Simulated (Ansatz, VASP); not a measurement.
**Two plane-wave programs on TiGe4Mo**

```
Ti Ge Mo
1.0
     3.33879    0.00000    0.00000
     0.00000    3.33879    0.00000
     0.00000    0.00000    8.49680
Ti Ge Mo
1 4 1
Direct
  0.50000 0.50000 0.50000
  0.00000 0.00000 0.66651
  0.50000 0.50000 0.15993
  0.00000 0.00000 0.33349
  0.50000 0.50000 0.84008
  0.00000 0.00000 0.00000
```

Alike in both runs: functional PBE; k mesh 12 × 12 × 6; occupations gaussian, width 0.1 eV; no spin polarisation.

Ansatz relaxed the structure, and its values are those at the end. VASP's run is a single point on that final structure, the one shown.

```csv
,VASP,Ansatz
version,VASP 6.6.1,Ansatz 0.2.0
potentials or method,"VASP PAW PBE potentials, release 64 (Ti_sv, Ge_d, Mo_sv), cutoff 520 eV","scalar-relativistic, plane waves, PAW"
valence electrons in the cell,82,82
```

Ansatz gave:

```
gap on the k mesh at the Fermi level (eV) : none
pressure (GPa)                            : 0.0
rms of the force components (eV/Å)        : 0.000
```

Question: Which values does VASP return?

Answer: gap on the k mesh at the Fermi level (eV): none; pressure (GPa): 0.1; rms of the force components (eV/Å): 0.004.

A gap of «none» marks a metal or a gap that the smearing closes.
